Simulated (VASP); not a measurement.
A run of VASP 6.6.1 is set up as follows.

The input INCAR:

```
SYSTEM = Ir
PREC     = Accurate       ! precision mode
ENCUT    = 520            ! plane-wave cutoff, eV
EDIFF    = 1E-6           ! SCF threshold, eV
ISMEAR   = -1             ! smearing method
SIGMA    = 0.08           ! smearing width, eV
LREAL    = .False.        ! projectors in reciprocal space
LASPH    = .True.         ! aspherical terms in the spheres
NELM     = 60             ! most SCF steps
ALGO     = Normal         ! electronic algorithm
ISIF     = 2              ! what is computed and relaxed
LWAVE    = .False.        ! write WAVECAR
LCHARG   = .False.        ! write CHGCAR
GGA      = PS             ! functional
NBANDS   = 10             ! bands
```

File KPOINTS:

```
Automatic mesh
0
Gamma
  19 19 19
  0 0 0
```

Contents of POSCAR:

```
Ir
1.0
    0.0000000000      1.6508647808      1.6508647808
    1.6508647808      0.0000000000      1.6508647808
    1.6508647808      1.6508647808      0.0000000000
Ir
1
Direct
    0.0000000000      0.0000000000      0.0000000000
```

Potentials or basis: VASP PAW PBE potentials, release 64 (Ir).

Run with:

```console
$ cat potpaw_PBE.64/Ir/POTCAR > POTCAR
$ mpirun -np 1 vasp_std > vasp.out
```

Q: What does it give for the pressure?

A: 518.9 GPa.

Caveat: the PAW data sets were made with another functional, which shifts forces and pressure a little.
